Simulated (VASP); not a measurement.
A run of VASP 6.6.1 is set up as follows.

Contents of POSCAR:

```
Al3GaN4
1.0
    0.0000000000     -4.4012372922      0.0000000000
    0.0000000000      0.0000000000     -4.4012372922
    8.8024745843     -0.3666230664      0.3666230664
Al Ga N
6 2 8
Direct
    0.4217896300      1.0782103700      0.9389000000
    0.4634396300      1.0365603700      0.4389000000
    0.9217896300      0.5782103700      0.9389000000
    0.9634396300      0.5365603700      0.4389000000
    0.4842646300      0.5157353700      0.1889000000
    0.4426146300      0.5573853700      0.6889000000
    0.9842646300      1.0157353700      0.1889000000
    0.9426146300      1.0573853700      0.6889000000
    0.2504497874      0.7495502126      0.0611290801
    0.2087997874      0.7912002126      0.5611290801
    0.7393661078      0.2606338922      0.0611290801
    0.6977161078      0.3022838922      0.5611290801
    0.1875131522      0.3235705274      0.8166709199
    0.2291631522      0.2819205274      0.3166709199
    0.6764294726      0.8124868478      0.8166709199
    0.7180794726      0.7708368478      0.3166709199
```

File INCAR.step1:

```
SYSTEM = Al3GaN4
PREC = Accurate ; ENCUT = 520
ISMEAR = 0 ; SIGMA = 0.05
LREAL = Auto ; LASPH = .TRUE.
NELM = 60 ; NBANDS = 56
GGA = PE ; ALGO = Normal
EDIFF = 1E-4 ; LWAVE = .TRUE.
LCHARG = .FALSE.
```

INCAR.step2

```
SYSTEM = Al3GaN4
PREC = Accurate ; ENCUT = 520
EDIFF = 1E-7 ; ISMEAR = 0
SIGMA = 0.05 ; LREAL = Auto
LASPH = .TRUE. ; NELM = 60
ALGO = Normal ; ISIF = 2
LWAVE = .FALSE. ; LCHARG = .FALSE.
METAGGA = R2SCAN ; LMIXTAU = .TRUE.
NBANDS = 56 ; ISTART = 1
```

Contents of KPOINTS:

```
Automatic mesh
0
G
  5 5 3
  0 0 0
```

Potentials or basis: VASP PAW PBE potentials, release 64 (Al, Ga_d, N).

Command:

```bash
$ cat potpaw_PBE.64/Al/POTCAR potpaw_PBE.64/Ga_d/POTCAR potpaw_PBE.64/N/POTCAR > POTCAR
$ cp INCAR.step1 INCAR
$ mpirun -np 1 vasp_std > vasp.out
$ cp INCAR.step2 INCAR
$ mpirun -np 1 vasp_std > vasp.out
```

**Question.** Predict the largest force.

**Answer.** 2.512 eV/Å.

**Question.** Estimate the band gap on the k mesh.

**Answer.** 3.31 eV.

**Question.** Estimate the pressure.

**Answer.** -0.8 GPa.

Forces on the atoms (eV/Å):
```
Al   0.349 -1.412  1.433
Al  -0.037 -0.001  0.020
Al   0.349 -1.433  1.412
Al  -0.037 -0.020  0.001
Al   0.450  0.193 -0.193
Al  -0.103 -0.068  0.068
Ga   0.451  0.145 -0.145
Ga  -0.077 -0.073  0.073
N   -0.525  1.589 -1.589
N   -0.019 -0.071  0.071
N   -0.406  1.753 -1.753
N   -0.024  0.023 -0.023
N   -0.277 -0.469  0.368
N    0.091  0.064 -0.150
N   -0.277 -0.368  0.469
N    0.091  0.150 -0.064
```

Caveat: the PAW data sets were made with another functional, which shifts forces and pressure a little; an odd mesh through Γ misses points on the zone boundary, where band edges can lie.
